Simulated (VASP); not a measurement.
Na, 1 atom in the cell. It takes space group Im-3m (No. 229, cubic). The conventional cell has a = 4.197 Å, b = 4.197 Å, c = 4.197 Å, α = 90.00°, β = 90.00°, γ = 90.00°. Within 4.8 Å of Na (site symmetry m-3m) lie 14 Na at 3.63 to 4.20 Å. 

```yaml
Program: VASP 6.6.1
Task: single point
Functional: PBE
Potentials_or_basis: VASP PAW PBE potentials, release 64 (Na_pv)
Cutoff: 520 eV
k_mesh: 11 × 11 × 11
Occupations: methfessel-paxton, width 0.3 eV
Spin: no spin polarisation
Dipole_correction: no
Further_INCAR_settings: ALGO = Normal; EDIFF = 1e-06; NBANDS = 10
```

Potentials or basis: VASP PAW PBE potentials, release 64 (Na_pv).

Command:

```console
$ cat potpaw_PBE.64/Na_pv/POTCAR > POTCAR
$ mpirun -np 1 vasp_std > vasp.out
```

Hardware: 1 thread of AMD EPYC 9R45 96-Core Processor (Zen 5) (shared host).

Q: Estimate the wall time of this run.

A: It took 8.5 s on 1 thread of AMD EPYC 9R45 96-Core Processor (Zen 5), with other jobs on the host, peak memory 0.12 GiB. Counts: scf iterations 9, k points 56.
